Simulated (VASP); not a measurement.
# Ni (P6_3/mmc) in VASP: further runs

Ni is run at these levels: PBEsol; tasks: single point.

Everything below comes from runs of VASP 6.6.1. Logs are shortened: lines on timing, memory, paths and dates and some standing lists are left out, and cuts for length are marked.

**1. The cell of the first run**

Symmetry: P6_3/mmc, No. 194, hexagonal system. Conventional cell: a = 2.448 Å, b = 2.448 Å, c = 4.073 Å, α = 90.00°, β = 90.00°, γ = 120.00°. Within 3.2 Å of Ni (site symmetry -6m2) lie 12 Ni at 2.45 to 2.48 Å.

**2. Single point, PBEsol, collinear spin, ferromagnetic start**

INCAR

```
ALGO = Normal ; EDIFF = 1E-6
ENCUT = 520 ; GGA = PS
ISIF = 2 ; ISMEAR = -1
ISPIN = 2 ; LASPH = T
LCHARG = F ; LMAXMIX = 4
LORBIT = 11 ; LREAL = F
LWAVE = F ; MAGMOM = 2 2
NBANDS = 21 ; NELM = 150
NUPDOWN = 4.0 ; PREC = Accurate
SIGMA = 0.05
```

KPOINTS

```
k-points
0
Gamma
  10 10 6
```

POSCAR

```
Ni
1.0
    2.4480228978      0.0000000000      0.0000000000
   -1.2240114489      2.1200500186      0.0000000000
    0.0000000000      0.0000000000      4.0728075700
Ni
2
Direct
    0.6666666667      0.3333333333      0.7500000000
    0.3333333333      0.6666666667      0.2500000000
```

Potentials or basis: VASP PAW PBE potentials, release 64 (Ni).

The run is started by

```
cat potpaw_PBE.64/Ni/POTCAR > POTCAR
mpirun -np 1 vasp_std > vasp.out
```

OUTCAR:

```text
EDIFF = 1E-6
   ENCUT = 520
   GGA = PS
   ISIF = 2
   ISMEAR = -1
   ISPIN = 2
   LASPH = T
   LORBIT = 11
   LREAL = F
   NELM = 150
   NUPDOWN = 4.0
   PREC = Accurate

 ion  position               nearest neighbor table
   1  0.667  0.333  0.750-   2 2.48   2 2.48   2 2.48   2 2.48   2 2.48   2 2.48
   2  0.333  0.667  0.250-   1 2.48   1 2.48   1 2.48   1 2.48   1 2.48   1 2.48

  LATTYP: Found a hexagonal cell.
 ALAT       =     2.4480228978
 C/A-ratio  =     1.6637130207

  Lattice vectors:

 A1 = (   2.4480228978,   0.0000000000,   0.0000000000)
 A2 = (  -1.2240114489,   2.1200500186,   0.0000000000)
 A3 = (   0.0000000000,   0.0000000000,   4.0728075700)

Analysis of symmetry for initial positions (statically):
=====================================================================
 Subroutine PRICEL returns:
 Original cell was already a primitive cell.

 Routine SETGRP: Setting up the symmetry group for a
 hexagonal supercell.

 Subroutine GETGRP returns: Found 24 space group operations
 (whereof 12 operations were pure point group operations)
 out of a pool of 24 trial point group operations.

The static configuration has the point symmetry D_3d.
 The point group associated with its full space group is D_6h.

Analysis of symmetry for dynamics (positions and initial velocities):
=====================================================================
 Subroutine PRICEL returns:
 Original cell was already a primitive cell.

 Routine SETGRP: Setting up the symmetry group for a
 hexagonal supercell.

 Subroutine GETGRP returns: Found 24 space group operations
 (whereof 12 operations were pure point group operations)
 out of a pool of 24 trial point group operations.

The dynamic configuration has the point symmetry D_3d.
 The point group associated with its full space group is D_6h.

Analysis of structural, dynamic, and magnetic symmetry:
=====================================================================
 Subroutine PRICEL returns:
 Original cell was already a primitive cell.

 Routine SETGRP: Setting up the symmetry group for a
 hexagonal supercell.

 Subroutine GETGRP returns: Found 24 space group operations
 (whereof 12 operations were pure point group operations)
 out of a pool of 24 trial point group operations.

The overall configuration has the point symmetry D_3d.
 The point group associated with its full space group is D_6h.

 Subroutine INISYM returns: Found 24 space group operations
 (whereof 12 operations are pure point group operations),
 and found     1 'primitive' translations

----------------------------------------------------------------------------------------

                                     Primitive cell

  volume of cell :      21.1376

  direct lattice vectors                    reciprocal lattice vectors
     2.448022898  0.000000000  0.000000000     0.408492911  0.235843492  0.000000000
    -1.224011449  2.120050019  0.000000000     0.000000000  0.471686984  0.000000000
     0.000000000  0.000000000  4.072807570     0.000000000  0.000000000  0.245530873

  length of vectors
     2.448022898  2.448022898  4.072807570     0.471686984  0.471686984  0.245530873

  position of ions in fractional coordinates (direct lattice)
     0.666666667  0.333333333  0.750000000
     0.333333333  0.666666667  0.250000000

  ion indices of the primitive-cell ions
   primitive index   ion index
                 1           1
                 2           2

----------------------------------------------------------------------------------------

 KPOINTS: k-points

Automatic generation of k-mesh.
 Grid dimensions read from file:
 generate k-points for:   10   10    6

 Generating k-lattice:

  Cartesian coordinates                     Fractional coordinates (reciprocal lattice)
     0.040849291  0.023584349  0.000000000     0.100000000 -0.000000000  0.000000000
     0.000000000  0.047168698  0.000000000     0.000000000  0.100000000  0.000000000
     0.000000000  0.000000000  0.040921812     0.000000000  0.000000000  0.166666667

  Length of vectors
     0.047168698  0.047168698  0.040921812

  Shift w.r.t. Gamma in fractional coordinates (k-lattice)
     0.000000000  0.000000000  0.000000000

 Subroutine IBZKPT returns following result:
 ===========================================

 Found     56 irreducible k-points:

 Following reciprocal coordinates:
            Coordinates               Weight
  0.000000  0.000000  0.000000      1.000000
  0.100000 -0.000000  0.000000      6.000000
  0.200000 -0.000000  0.000000      6.000000
  0.300000  0.000000  0.000000      6.000000
  0.400000 -0.000000  0.000000      6.000000
  0.500000 -0.000000  0.000000      3.000000
[... 16 lines left out ...]
  0.300000  0.100000  0.166667     24.000000
  0.400000  0.100000  0.166667     24.000000
 [... further k-points ...]
   k-points           NKPTS =     56   k-points in BZ     NKDIM =     56   number of bands    NBANDS=     21
   number of dos      NEDOS =    301   number of ions     NIONS =      2
   total plane-waves  NPLWV =   9720
   dimension x,y,z NGX =    18 NGY =   18 NGZ =   30
   dimension x,y,z NGXF=    36 NGYF=   36 NGZF=   60
   ions per type =               2
   NGX,Y,Z   is equivalent  to a cutoff of  12.22, 12.22, 12.25 a.u.
   NGXF,Y,Z  is equivalent  to a cutoff of  24.45, 24.45, 24.49 a.u.
 SYSTEM =  unknown system
   PREC   = accura    normal or accurate (medium, high low for compatibility)
   ISTART =      0    job   : 0-new  1-cont  2-samecut
   ICHARG =      2    charge: 1-file 2-atom 10-const
   ISPIN  =      2    spin polarized calculation?
   LNONCOLLINEAR =      F non collinear calculations
   LSORBIT =      F    spin-orbit coupling
   LASPH  =      T    aspherical Exc in radial PAW
   ENCUT  =  520.0 eV  38.22 Ry    6.18 a.u.   4.55  4.55  7.57*2*pi/ulx,y,z
   NELM   =    150;   NELMIN=  2; NELMDL= -5     # of ELM steps
   EDIFF  = 0.1E-05   stopping-criterion for ELM
   LREAL  =      F    real-space projection
   EDIFFG = 0.1E-04   stopping-criterion for IOM
   NSW    =      0    number of steps for IOM
   IBRION =     -1    ionic relax: 0-MD 1-quasi-New 2-CG
   NFREE  =      0    steps in history (QN), initial steepest desc. (CG)
   ISIF   =      2    stress and relaxation
   ISYM   =      2    0-nonsym 1-usesym 2-fastsym
   POTIM  = 0.5000    time-step for ionic-motion
   TEBEG  =    0.0;   TEEND  =   0.0 temperature during run
   PSTRESS=    0.0 pullay stress
   NELECT =      20.0000    total number of electrons
   NUPDOWN=       4.0000    fix difference up-down
   EMIN   =  10.00;   EMAX   =-10.00  energy-range for DOS
   EFERMI =   0.00;   METHOD = LEGACY
   ISMEAR =    -1;   SIGMA  =   0.05  broadening in eV -4-tet -1-fermi 0-gaus
   EFERMI_NEDOS =   21; number of points for ismear=-14 and -15
   IALGO  =     38    algorithm
   IMIX   =      4    mixing-type and parameters
     AMIX     =   0.40;   BMIX     =  1.00
     AMIX_MAG =   1.60;   BMIX_MAG =  1.00
  volume/ion in A,a.u.               =      10.57        71.32
  Fermi-wavevector in a.u.,A,eV,Ry     =   1.607187  3.037143 35.144518  2.583049
  Thomas-Fermi vector in A             =   2.703255
   LORBIT       =     11    0 simple, 1 ext, 2 COOP (PROOUT), +10 PAW based schemes
   GGA     = PS    functional components
   LHFCALC =     F    Hartree Fock is set to
   AEXX    =    0.0000 exact exchange contribution
   IVDW    =     0    specifies the selected vdW correction
   LEPSILON=     F    determine dielectric tensor
   LRPA    =     F    only Hartree local field effects (RPA)
 spin polarized calculation
  energy-cutoff  :      520.00
  volume of cell :       21.14
 maximum number of plane-waves:       592
   NGX =  9   NGY =  9   NGZ = 15

 number of electron      19.9999995 magnetization       3.9999999

 Free energy of the ion-electron system (eV)
  ---------------------------------------------------
  ext. energy  EPLUGINS =         0.00000000
  ---------------------------------------------------
  free energy    TOTEN  =        -8.76219376 eV

  energy without entropy =       -8.74025525  energy(sigma->0) =       -8.75122450

 E-fermi :   8.7721     XC(G=0): -13.6915

 val. band max:       15.0674934462   @ k =   0.2000   0.1000   0.0000
 cond. band min:       8.7727532320   @ k =   0.3000   0.0000   0.0000
 fundamental gap:     -6.2947402142
 Fermi energy:        15.0710033928

 spin component 1

 k-point     1 :       0.0000    0.0000    0.0000
  band No.  band energies     occupation
      1      -0.0706      1.00000
      2       3.5903      1.00000
      3       5.7039      1.00000
      4       5.8794      1.00000
      5       5.8794      1.00000
      6       6.1191      1.00000
[... 13 lines left out ...]
     20      35.7335      0.00000
     21      39.5928      0.00000

 k-point     2 :       0.1000   -0.0000    0.0000
  band No.  band energies     occupation
      1       0.2864      1.00000
      2       3.7918      1.00000
      3       5.5881      1.00000
      4       5.9563      1.00000
      5       6.0270      1.00000
      6       6.0638      1.00000
[... 13 lines left out ...]
     20      38.6906      0.00000
     21      38.8478      0.00000

 k-point     3 :       0.2000   -0.0000    0.0000
  band No.  band energies     occupation
      1       1.3000      1.00000
      2       4.2249      1.00000
      3       5.3704      1.00000
      4       5.4882      1.00000
      5       5.8440      1.00000
      6       6.2671      1.00000
[... 13 lines left out ...]
     20      38.2494      0.00000
     21      38.3316      0.00000
[... 457 lines left out ...]
 k-point    23 :       0.3000    0.1000    0.1667
  band No.  band energies     occupation
      1       3.5745      1.00000
      2       4.4049      1.00000
      3       4.6338      1.00000
      4       5.2446      1.00000
      5       5.8150      1.00000
      6       6.1235      1.00000
[... 13 lines left out ...]
     20      34.5491      0.00000
     21      36.6086      0.00000

 k-point    24 :       0.4000    0.1000    0.1667
  band No.  band energies     occupation
      1       3.8945      1.00000
      2       4.1903      1.00000
      3       4.7030      1.00000
      4       5.2056      1.00000
      5       5.8002      1.00000
      6       6.2790      1.00000
[... 13 lines left out ...]
     20      34.0438      0.00000
     21      37.9043      0.00000

 [... further k-points ...]

 spin component 2

 k-point     1 :       0.0000    0.0000    0.0000
  band No.  band energies     occupation
      1       0.7784      1.00000
      2       4.9962      1.00000
      3       7.4481      1.00000
      4       7.6147      1.00000
      5       7.6147      1.00000
      6       7.8763      1.00000
[... 13 lines left out ...]
     20      36.7372      0.00000
     21      40.6250      0.00000

 k-point     2 :       0.1000   -0.0000    0.0000
  band No.  band energies     occupation
      1       1.1365      1.00000
      2       5.2171      1.00000
      3       7.3045      1.00000
      4       7.7065      1.00000
      5       7.7714      1.00000
      6       7.8133      1.00000
[... 13 lines left out ...]
     20      39.7018      0.00000
     21      39.8297      0.00000

 k-point     3 :       0.2000   -0.0000    0.0000
  band No.  band energies     occupation
      1       2.1605      1.00000
      2       5.7116      1.00000
      3       6.9893      1.00000
      4       7.0354      1.00000
      5       7.5620      1.00000
      6       8.0162      1.00000
[... 13 lines left out ...]
     20      39.1692      0.00000
     21      39.2610      0.00000
[... 457 lines left out ...]
 k-point    23 :       0.3000    0.1000    0.1667
  band No.  band energies     occupation
      1       4.6777      1.00000
      2       5.9269      1.00000
      3       6.1366      1.00000
      4       6.8385      1.00000
      5       7.4900      1.00000
      6       7.8349      1.00000
[... 13 lines left out ...]
     20      35.5032      0.00000
     21      37.5575      0.00000

 k-point    24 :       0.4000    0.1000    0.1667
  band No.  band energies     occupation
      1       5.2961      1.00000
      2       5.7238      1.00000
      3       6.1975      1.00000
      4       6.7413      1.00000
      5       7.4989      1.00000
      6       7.9948      1.00000
[... 13 lines left out ...]
     20      35.0582      0.00000
     21      38.8648      0.00000

 [... further k-points ...]
[... 5 lines left out ...]
  --------------------------------------------------------------------------------------
  -------------------------------------------------------------------------------------
  Total        3.7660932      3.7660932      2.3303734      0.0000000      0.0000000      0.0000000
  in kB      285.4605991    285.4605991    176.6365730      0.0000000      0.0000000      0.0000000
  external PRESSURE =     249.1859237 kB  Pullay stress =       0.0000000 kB

 VOLUME and BASIS-vectors are now :
 -----------------------------------------------------------------------------
  energy-cutoff  :      520.00
  volume of cell :       21.14
      direct lattice vectors                 reciprocal lattice vectors
     2.448022898  0.000000000  0.000000000     0.408492911  0.235843492  0.000000000
    -1.224011449  2.120050019  0.000000000     0.000000000  0.471686984  0.000000000
     0.000000000  0.000000000  4.072807570     0.000000000  0.000000000  0.245530873

 POSITION                                       TOTAL-FORCE (eV/Angst)
 -----------------------------------------------------------------------------------
      1.22401      0.70668      3.05461         0.000000      0.000000      0.000000
     -0.00000      1.41337      1.01820        -0.000000      0.000000      0.000000
 -----------------------------------------------------------------------------------
    total drift:                               -0.000000      0.000000     -0.000000

  FREE ENERGIE OF THE ION-ELECTRON SYSTEM (eV)
  ---------------------------------------------------
  free  energy   TOTEN  =        -8.7621937590 eV

  energy  without entropy=       -8.7402552478  energy(sigma->0) =       -8.75122450

 total charge

# of ion       s       p       d       tot
------------------------------------------
    1        0.560   0.696   8.053   9.308
    2        0.560   0.696   8.053   9.308
--------------------------------------------------
tot          1.120   1.392  16.105  18.617

 magnetization (x)

# of ion       s       p       d       tot
------------------------------------------
    1        0.076   0.234   1.582   1.892
    2        0.076   0.234   1.582   1.892
--------------------------------------------------
tot          0.152   0.467   3.165   3.784
```

It took 19 s on 1 thread of Intel Xeon 6975P-C (Granite Rapids), shared host; peak memory 0.16 GiB.

Results:

```
Free energy                                           : -8.7622 eV
Pressure                                              : 24.9 GPa
Net moment                                            : 4.00 μB per cell
Site moments                                          : Ni +1.89 μB
Valence electrons inside the program's atomic spheres : Ni 9.31
```

Caveat: the PAW data sets were made with another functional, which shifts forces and pressure a little; the total moment is fixed, so each spin has its own Fermi level.

**3. Single point, PBEsol, collinear spin, antiferromagnetic start**

INCAR

```
SYSTEM = Ni
PREC = Accurate ; ENCUT = 520
EDIFF = 1E-6 ; ISMEAR = -1
SIGMA = 0.05 ; LREAL = .FALSE.
LASPH = .TRUE. ; NELM = 150
ALGO = Normal ; ISIF = 2
LWAVE = .FALSE. ; LCHARG = .TRUE.
ISPIN = 2 ; MAGMOM = 1 -1
LORBIT = 11 ; LMAXMIX = 4
GGA = PS ; LELF = .TRUE.
LVHAR = .TRUE. ; NBANDS = 21
```

KPOINTS

```
regular mesh
0
G
  12 12 7
  0 0 0
```

POSCAR is that of step 2.

Potentials or basis: VASP PAW PBE potentials, release 64 (Ni).

The run is started by

```
cat potpaw_PBE.64/Ni/POTCAR > POTCAR
mpirun -np 1 vasp_std > vasp.out
```

Run time: 31 s. Hardware: 1 thread of Intel Xeon 6975P-C (Granite Rapids), shared host; peak memory 0.16 GiB.

The run converged. Its results:

* Free energy: -12.1393 eV
* Pressure: -4.0 GPa
* Band gap on the k mesh: zero (filled and empty bands overlap)
* Net moment: 0.00 μB per cell
* Site moments: Ni +0.19, -0.19 μB
* Valence electrons inside the program's atomic spheres: Ni 9.37

Stress tensor (GPa, compression positive):
```
-3.49  0.00  0.00
 0.00 -3.49  0.00
 0.00  0.00 -5.16
```

Levels at points of the mesh, in eV from the Fermi level:
Spin up:
| k point | band 8 | band 9 | band 10 | band 11 | band 12 | band 13 |
| --- | --- | --- | --- | --- | --- | --- |
| (0.00, 0.00, 0.00) | -1.10 | -1.10 | -0.43 | -0.13 | -0.13 | 5.98 |
| (0.50, 0.00, 0.00) | -0.09 | 0.04 | 0.21 | 1.63 | 3.54 | 9.64 |
Spin down:
```tsv
k point	band 8	band 9	band 10	band 11	band 12	band 13
(0.00, 0.00, 0.00)	-1.10	-1.10	-0.43	-0.13	-0.13	5.98
(0.50, 0.00, 0.00)	-0.09	0.04	0.21	1.63	3.54	9.64
```

Caveat: the PAW data sets were made with another functional, which shifts forces and pressure a little.
